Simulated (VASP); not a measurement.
# Mg3Te2O (P4mm) in VASP: a series of runs, part 3 of 3

VASP 6.6.1.

### 5 Relaxation of cell and atoms, PBE

Contents of INCAR:

```
SYSTEM = Mg3Te2O
PREC     = Accurate       ! precision mode
ENCUT    = 600            ! plane-wave cutoff, eV
EDIFF    = 1E-6           ! SCF threshold, eV
ISMEAR   = 0              ! smearing method
SIGMA    = 0.1            ! smearing width, eV
LREAL    = .False.        ! projectors in reciprocal space
LASPH    = .True.         ! aspherical terms in the spheres
NELM     = 80             ! most SCF steps
ALGO     = Normal         ! electronic algorithm
ISIF     = 3              ! what is computed and relaxed
LWAVE    = .False.        ! write WAVECAR
LCHARG   = .False.        ! write CHGCAR
GGA      = PE             ! functional
IBRION   = 2              ! ionic algorithm
NSW      = 90             ! ionic steps
EDIFFG   = -0.04          ! ionic threshold
```

Contents of KPOINTS:

```
regular mesh
0
Gamma
  4 4 2
  0 0 0
```

Contents of POSCAR:

```
Mg3Te2O
1.0
    4.1390239300      0.0000000000      0.0000000000
    0.0000000000      4.1390239300      0.0000000000
    0.0000000000      0.0000000000      7.7328780500
Mg Te O
3 2 1
Direct
    0.5000000000      0.0000000000      0.6094262900
    0.0000000000      0.5000000000      0.6094262900
    0.5000000000      0.5000000000      0.5016446300
    0.5000000000      0.0000000000      0.0373811400
    0.0000000000      0.5000000000      0.0373811400
    0.0000000000      0.0000000000      0.4266783500
```

Potentials or basis: VASP PAW PBE potentials, release 64 (Mg, Te, O).

Started as:

```
cat potpaw_PBE.64/Mg/POTCAR potpaw_PBE.64/Te/POTCAR potpaw_PBE.64/O/POTCAR > POTCAR
mpirun -np 1 vasp_std > vasp.out
```

OUTCAR:

```text
SYSTEM = Mg3Te2O
   PREC = Accurate
   ENCUT = 600
   EDIFF = 1E-6
   ISMEAR = 0
   LREAL = .False.
   LASPH = .True.
   NELM = 80
   ISIF = 3
   GGA = PE
   IBRION = 2
   NSW = 90
   EDIFFG = -0.04

 ion  position               nearest neighbor table
   1  0.500  0.000  0.609-   3 2.23   3 2.23   6 2.51   6 2.51   2 2.93   2 2.93   2 2.93   2 2.93
                             4 3.31
   2  0.000  0.500  0.609-   3 2.23   3 2.23   6 2.51   6 2.51   1 2.93   1 2.93   1 2.93   1 2.93
                             5 3.31
   3  0.500  0.500  0.502-   1 2.23   2 2.23   1 2.23   2 2.23
   4  0.500  0.000  0.037-   5 2.93   5 2.93   5 2.93   5 2.93   1 3.31
   5  0.000  0.500  0.037-   4 2.93   4 2.93   4 2.93   4 2.93   2 3.31
   6  0.000  0.000  0.427-   1 2.51   2 2.51   2 2.51   1 2.51

  LATTYP: Found a simple tetragonal cell.
 ALAT       =     4.1390239300
 C/A-ratio  =     1.8682854172

  Lattice vectors:

 A1 = (   4.1390239300,   0.0000000000,   0.0000000000)
 A2 = (   0.0000000000,   4.1390239300,   0.0000000000)
 A3 = (   0.0000000000,   0.0000000000,   7.7328780500)

Analysis of symmetry for initial positions (statically):
=====================================================================
 Subroutine PRICEL returns:
 Original cell was already a primitive cell.

 Routine SETGRP: Setting up the symmetry group for a
 simple tetragonal supercell.

 Subroutine GETGRP returns: Found  8 space group operations
 (whereof  8 operations were pure point group operations)
 out of a pool of 16 trial point group operations.

The static configuration has the point symmetry C_4v.

Analysis of symmetry for dynamics (positions and initial velocities):
=====================================================================
 Subroutine PRICEL returns:
 Original cell was already a primitive cell.

 Routine SETGRP: Setting up the symmetry group for a
 simple tetragonal supercell.

 Subroutine GETGRP returns: Found  8 space group operations
 (whereof  8 operations were pure point group operations)
 out of a pool of 16 trial point group operations.

The dynamic configuration has the point symmetry C_4v.

 Subroutine INISYM returns: Found  8 space group operations
 (whereof  8 operations are pure point group operations),
 and found     1 'primitive' translations

----------------------------------------------------------------------------------------

                                     Primitive cell

  volume of cell :     132.4759

  direct lattice vectors                    reciprocal lattice vectors
     4.139023930  0.000000000  0.000000000     0.241602855  0.000000000  0.000000000
     0.000000000  4.139023930  0.000000000     0.000000000  0.241602855  0.000000000
     0.000000000  0.000000000  7.732878050     0.000000000  0.000000000  0.129317958

  length of vectors
     4.139023930  4.139023930  7.732878050     0.241602855  0.241602855  0.129317958

  position of ions in fractional coordinates (direct lattice)
     0.500000000  0.000000000  0.609426290
     0.000000000  0.500000000  0.609426290
     0.500000000  0.500000000  0.501644630
     0.500000000  0.000000000  0.037381140
     0.000000000  0.500000000  0.037381140
     0.000000000  0.000000000  0.426678350

  ion indices of the primitive-cell ions
   primitive index   ion index
[... 54 lines left out ...]
   NGXF,Y,Z  is equivalent  to a cutoff of  28.92, 28.92, 27.52 a.u.
 SYSTEM =  Mg3Te2O
   PREC   = accura    normal or accurate (medium, high low for compatibility)
   ISTART =      0    job   : 0-new  1-cont  2-samecut
   ICHARG =      2    charge: 1-file 2-atom 10-const
   ISPIN  =      1    spin polarized calculation?
   LNONCOLLINEAR =      F non collinear calculations
   LSORBIT =      F    spin-orbit coupling
   LASPH  =      T    aspherical Exc in radial PAW
   ENCUT  =  600.0 eV  44.10 Ry    6.64 a.u.   8.27  8.27 15.44*2*pi/ulx,y,z
   NELM   =     80;   NELMIN=  2; NELMDL= -5     # of ELM steps
   EDIFF  = 0.1E-05   stopping-criterion for ELM
   LREAL  =      F    real-space projection
   EDIFFG = -.4E-01   stopping-criterion for IOM
   NSW    =     90    number of steps for IOM
   IBRION =      2    ionic relax: 0-MD 1-quasi-New 2-CG
   NFREE  =      1    steps in history (QN), initial steepest desc. (CG)
   ISIF   =      3    stress and relaxation
   ISYM   =      2    0-nonsym 1-usesym 2-fastsym
   POTIM  = 0.5000    time-step for ionic-motion
   TEBEG  =    0.0;   TEEND  =   0.0 temperature during run
   PSTRESS=    0.0 pullay stress
   NELECT =      24.0000    total number of electrons
   NUPDOWN=      -1.0000    fix difference up-down
   EMIN   =  10.00;   EMAX   =-10.00  energy-range for DOS
   EFERMI =   0.00;   METHOD = LEGACY
   ISMEAR =     0;   SIGMA  =   0.10  broadening in eV -4-tet -1-fermi 0-gaus
   EFERMI_NEDOS =   21; number of points for ismear=-14 and -15
   IALGO  =     38    algorithm
   IMIX   =      4    mixing-type and parameters
     AMIX     =   0.40;   BMIX     =  1.00
     AMIX_MAG =   1.60;   BMIX_MAG =  1.00
  volume/ion in A,a.u.               =      22.08       149.00
  Fermi-wavevector in a.u.,A,eV,Ry     =   0.926331  1.750512 11.675013  0.858089
  Thomas-Fermi vector in A             =   2.052282
   LORBIT       =      0    0 simple, 1 ext, 2 COOP (PROOUT), +10 PAW based schemes
   GGA     = PE    functional components
   LHFCALC =     F    Hartree Fock is set to
   AEXX    =    0.0000 exact exchange contribution
   IVDW    =     0    specifies the selected vdW correction
   LEPSILON=     F    determine dielectric tensor
   LRPA    =     F    only Hartree local field effects (RPA)
 conjugate gradient relaxation of ions
 non-spin polarized calculation
 Gauss-broadening in eV      SIGMA  =   0.10
  energy-cutoff  :      600.00
  volume of cell :      132.48
 maximum number of plane-waves:      4459
 NGX is ok and might be reduce to    36
   NGX = 17   NGY = 17   NGZ = 31

--------------------------------------- Ionic step        1  -------------------------------------------

 number of electron      23.9999999 magnetization

 Free energy of the ion-electron system (eV)
  ---------------------------------------------------
  ext. energy  EPLUGINS =         0.00000000
  ---------------------------------------------------
  free energy    TOTEN  =       -11.79820338 eV

  energy without entropy =      -11.77096140  energy(sigma->0) =      -11.78458239

------------------------ aborting loop because EDIFF is reached ----------------------------------------

  FORCE on cell =-STRESS in cart. coord.  units (eV):
  Direction    XX          YY          ZZ          XY          YZ          ZX
  --------------------------------------------------------------------------------------
  -------------------------------------------------------------------------------------
  Total       17.4175083     17.4175083     -0.9457317      0.0000000      0.0000000      0.0000000
  in kB      210.6490832    210.6490832    -11.4377733      0.0000000      0.0000000      0.0000000
  external PRESSURE =     136.6201310 kB  Pullay stress =       0.0000000 kB
[... 101 lines left out ...]
  FREE ENERGIE OF THE ION-ELECTRON SYSTEM (eV)
  ---------------------------------------------------
  free  energy   TOTEN  =       -15.3756133607 eV

  energy  without entropy=      -15.3465144025  energy(sigma->0) =      -15.36106388

 E-fermi :   5.7644     XC(G=0):  -9.3891

 val. band max:        5.7441986402   @ k =   0.2500   0.0000   0.5000
 cond. band min:       5.7782479958   @ k =   0.5000   0.5000   0.0000
 fundamental gap:      0.0340493556
 Fermi energy:         5.7643898298

 k-point     1 :       0.0000    0.0000    0.0000
  band No.  band energies     occupation
      1     -11.9602      2.00000
      2      -8.3635      2.00000
      3      -3.6685      2.00000
      4      -0.5291      2.00000
      5       0.7092      2.00000
      6       0.7092      2.00000
[... 205 lines left out ...]
      3      -6.0794      2.00000
      4      -1.6512      2.00000
      5      -0.6556      2.00000
      6       0.4898      2.00000
[... 8 lines left out ...]
     15       8.5647      0.00000
     16       8.9115      0.00000

[... ionic steps 4 to 18 ...]

--------------------------------------- Ionic step       19  -------------------------------------------

 number of electron      23.9999995 magnetization

------------------------ aborting loop because EDIFF is reached ----------------------------------------
[... 75 lines left out ...]
--------------------------------------- Ionic step       21  -------------------------------------------

 number of electron      23.9999994 magnetization

 Free energy of the ion-electron system (eV)
  ---------------------------------------------------
  ext. energy  EPLUGINS =         0.00000000
  ---------------------------------------------------
  free energy    TOTEN  =       -19.71649765 eV

  energy without entropy =      -19.69654593  energy(sigma->0) =      -19.70652179

 E-fermi :   4.7920     XC(G=0):  -8.8775

 val. band max:        4.7724987595   @ k =   0.2500   0.0000   0.0000
 cond. band min:       4.8418469665   @ k =   0.5000   0.5000   0.0000
 fundamental gap:      0.0693482069
 Fermi energy:         4.7920001620

 k-point     1 :       0.0000    0.0000    0.0000
  band No.  band energies     occupation
      1     -13.0126      2.00000
      2      -8.7134      2.00000
      3      -4.5976      2.00000
      4      -0.9317      2.00000
      5       0.1578      2.00000
      6       0.1578      2.00000
[... 250 lines left out ...]
  FREE ENERGIE OF THE ION-ELECTRON SYSTEM (eV)
  ---------------------------------------------------
  free  energy   TOTEN  =       -19.7164976458 eV

  energy  without entropy=      -19.6965459324  energy(sigma->0) =      -19.70652179

 reached required accuracy - stopping structural energy minimisation
```

Wall time 6.8 min (1 thread of AMD EPYC 9R45 (Zen 5), shared host); peak memory 0.28 GiB.

Results:

- Free energy: -19.7165 eV
- Relaxed volume: 23.47 Å³/atom
- Relaxed cell: a = 4.442 Å, b = 4.442 Å, c = 7.137 Å, α = 90.00°, β = 90.00°, γ = 90.00°
- Space group after relaxing (to 0.1 Å): P4mm (No. 99)
- Energy gained by relaxing: 1319.7 meV/atom
- Ionic steps: 21
- Pressure after relaxing: -0.1 GPa
- Largest force after relaxing: 0.034 eV/Å
- Band gap on the k mesh: zero (bands 12 and 13 overlap by 2.73 eV)

Forces on the atoms (eV/Å):
```
Mg   0.000  0.000  0.012
Mg   0.000  0.000  0.012
Mg   0.000  0.000  0.013
Te   0.000  0.000 -0.002
Te   0.000  0.000 -0.002
O    0.000  0.000 -0.034
```

Step by step:
```csv
step,energy change (eV),largest force (eV/Å),pressure (GPa),volume (Å³)
1,0.0000,6.7623,13.66,132.48
2,-3.5582,2.6248,-4.26,170.87
3,-3.5774,2.4473,-4.73,173.64
4,-4.7559,2.4964,-3.70,159.78
5,-4.5943,5.7200,12.71,121.81
6,-5.4594,2.6313,-0.85,145.00
7,-5.5618,2.9606,5.24,130.56
8,-5.6721,2.5831,2.12,136.45
9,-6.4863,2.0369,2.31,132.87
10,-7.3966,1.0433,6.84,124.36
11,-7.8043,0.7440,0.95,136.32
12,-7.8391,0.6484,-0.77,141.41
13,-7.8718,0.5036,-0.39,140.55
14,-7.9006,0.2437,0.38,138.87
15,-7.9016,0.1930,0.53,138.51
16,-7.9100,0.1246,-0.10,140.07
17,-7.9102,0.1398,-0.21,140.38
18,-7.9138,0.1007,-0.08,140.07
19,-7.9162,0.0528,0.20,139.52
20,-7.9180,0.0401,-0.01,140.35
21,-7.9183,0.0338,-0.12,140.81
```

Final structure:
```xyz
6
Lattice="4.4420 0.0000 0.0000 0.0000 4.4420 0.0000 0.0000 0.0000 7.1365" Properties=species:S:1:pos:R:3 pbc="T T T"
Mg    2.2210    0.0000    4.4330
Mg    0.0000    2.2210    4.4330
Mg    2.2210    2.2210    2.1483
Te    2.2210    0.0000    0.2648
Te    0.0000    2.2210    0.2648
O     0.0000    0.0000    4.3130
```

Levels at points of the mesh, in eV from the Fermi level:
```tsv
k point	band 8	band 9	band 10	band 11	band 12	band 13	band 14	band 15
(0.00, 0.00, 0.00)	-3.97	-3.94	-2.47	-1.46	1.49	1.49	1.55	2.88
(0.50, 0.00, 0.00)	-2.83	-2.59	-2.39	-2.11	-1.68	-1.24	-0.74	2.78
(0.50, 0.50, 0.00)	-3.31	-3.31	-2.98	-1.96	0.05	1.03	1.03	2.87
(0.00, 0.00, 0.50)	-4.08	-3.56	-1.94	-1.60	0.16	1.52	1.52	1.88
(0.50, 0.00, 0.50)	-3.12	-2.81	-2.53	-2.15	-1.64	-1.02	0.75	1.03
(0.50, 0.50, 0.50)	-2.87	-2.87	-2.80	-2.49	1.38	1.38	2.19	2.45
```

Caveat: the k points lie up to 0.44 Å⁻¹ apart in the final cell, too coarse for converged energies and pressures of a metal; spin-orbit coupling is left out, which moves the levels of the heavy elements.

### 6 Single point, PBE

This run uses another cell than the first one, of 23.53 Å³/atom.

Contents of INCAR:

```
  PREC = Accurate
  ENCUT = 520
  EDIFF = 1E-6
  ISMEAR = 0
  SIGMA = 0.1
  LREAL = False
  LASPH = True
  NELM = 60
  ALGO = Normal
  ISIF = 2
  LWAVE = False
  LCHARG = True
  GGA = PE
  LELF = True
  LVHAR = True
  NBANDS = 21
```

Contents of KPOINTS:

```
regular mesh
0
Gamma
  8 8 6
```

Contents of POSCAR:

```
Mg3Te2O
1.0
    4.4579719302      0.0000000000      0.0000000000
    0.0000000000      4.4579719302      0.0000000000
    0.0000000000      0.0000000000      7.1033675184
Mg Te O
3 2 1
Direct
    0.5000000000      0.0000000000      0.6217403075
    0.0000000000      0.5000000000      0.6217403075
    0.5000000000      0.5000000000      0.2987207304
    0.5000000000      0.0000000000      0.0388544152
    0.0000000000      0.5000000000      0.0388544152
    0.0000000000      0.0000000000      0.6020276643
```

Potentials or basis: VASP PAW PBE potentials, release 64 (Mg, Te, O).

Started as:

```
cat potpaw_PBE.64/Mg/POTCAR potpaw_PBE.64/Te/POTCAR potpaw_PBE.64/O/POTCAR > POTCAR
mpirun -np 1 vasp_std > vasp.out
```

Run time: 2 min. Hardware: 1 thread of AMD EPYC 9R45 (Zen 5), shared host; peak memory 0.33 GiB.

The run converged. Its results:

```
Free energy            : -19.7743 eV
Pressure               : -0.1 GPa
Largest force          : 0.005 eV/Å
Band gap on the k mesh : zero (bands 12 and 13 overlap by 2.67 eV)
```

Forces on the atoms (eV/Å):
```
Mg   0.000  0.000 -0.003
Mg   0.000  0.000 -0.003
Mg   0.000  0.000  0.005
Te   0.000  0.000 -0.002
Te   0.000  0.000 -0.002
O    0.000  0.000  0.005
```

Levels at points of the mesh, in eV from the Fermi level:
```csv
k point,band 9,band 10,band 11,band 12,band 13,band 14,band 15,band 16
"(0.00, 0.00, 0.00)",-3.97,-2.48,-1.54,1.39,1.39,1.52,2.79,2.92
"(0.50, 0.00, 0.00)",-2.65,-2.40,-2.16,-1.75,-1.28,-0.80,2.74,2.95
"(0.50, 0.50, 0.00)",-3.36,-2.99,-2.01,0.03,0.99,0.99,2.75,3.22
"(0.00, 0.00, 0.50)",-3.54,-1.98,-1.69,0.16,1.41,1.41,1.84,2.68
"(0.50, 0.00, 0.50)",-2.86,-2.59,-2.21,-1.70,-1.04,0.71,0.99,2.38
"(0.50, 0.50, 0.50)",-2.91,-2.81,-2.55,1.39,1.39,2.13,2.46,2.56
```

Caveat: spin-orbit coupling is left out, which moves the levels of the heavy elements.

### 7 The runs side by side

| task | cell | k mesh | cutoff (eV) | gap on the mesh (eV) | pressure (GPa) | largest force (eV/Å) |
| --- | --- | --- | --- | --- | --- | --- |
| single point | a = 4.139, b = 4.139, c = 7.733 Å, 6 atoms, atomic positions A | 4 × 4 × 2 | 520 | none | 13.7 | 6.76 |
| single point | a = 4.426, b = 4.426, c = 7.196 Å, 6 atoms, atomic positions B | 4 × 4 × 2 | 520 | none | -0.1 | 0.01 |
| single point | a = 4.426, b = 4.426, c = 7.196 Å, 6 atoms, atomic positions B | 4 × 4 × 4 | 520 | none | 0.0 | 0.02 |
| relaxation of cell and atoms | relaxed from a = 4.139, b = 4.139, c = 7.733 Å, 6 atoms, atomic positions A | 4 × 4 × 2 | 600 | none | -0.1 | 0.03 |
| single point | a = 4.458, b = 4.458, c = 7.103 Å, 6 atoms, atomic positions C | 8 × 8 × 6 | 520 | none | -0.1 | 0.01 |

Alike in all rows: level PBE; potentials or basis VASP PAW PBE potentials, release 64 (Mg, Te, O); no spin polarisation; smearing gaussian 0.1 eV.

Caveats: some runs use coarse meshes; spin-orbit coupling is left out, which moves the levels of the heavy elements; forces of over 1 eV/Å act on the atoms, so gaps and moduli don't describe the material at rest (at least some runs).

Absolute energies hang on the potentials; compare differences alone.
